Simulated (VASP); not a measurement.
Input of a VASP 6.6.1 run:

The input INCAR:

```
ALGO     = Normal         # electronic algorithm
EDIFF    = 1E-6           # SCF threshold, eV
ENCUT    = 520            # plane-wave cutoff, eV
GGA      = PS             # functional
ISIF     = 2              # what is computed and relaxed
ISMEAR   = 0              # smearing method
LASPH    = T              # aspherical terms in the spheres
LCHARG   = F              # write CHGCAR
LREAL    = F              # projectors in reciprocal space
LWAVE    = F              # write WAVECAR
NBANDS   = 13             # bands
NELM     = 80             # most SCF steps
PREC     = Accurate       # precision mode
SIGMA    = 0.1            # smearing width, eV
```

The input KPOINTS:

```
k-points
0
Gamma
  4 4 4
```

POSCAR

```
Te
1.0
    0.0000000000      3.4986485734      3.4986485734
    3.4986485734      0.0000000000      3.4986485734
    3.4986485734      3.4986485734      0.0000000000
Te
2
Direct
    0.5000000000      0.5000000000      0.5000000000
    0.7500000000      0.7500000000      0.7500000000
```

Potentials or basis: VASP PAW PBE potentials, release 64 (Te).

Launch:

```sh
$ cat potpaw_PBE.64/Te/POTCAR > POTCAR
$ mpirun -np 1 vasp_std > vasp.out
```

**Question.** Predict the pressure.

**Answer.** 1.2 GPa.

**Question.** Predict the band gap on the k mesh.

**Answer.** Zero (bands 6 and 7 overlap by 1.00 eV).

Caveat: the k points lie up to 0.39 Å⁻¹ apart, too coarse for converged energies and pressures of a metal; the cell differs from its parent crystal (Se replaced by Te, lengths x 1.090, strained); the PAW data sets were made with another functional, which shifts forces and pressure a little; spin-orbit coupling is left out, which moves the levels of the heavy elements.
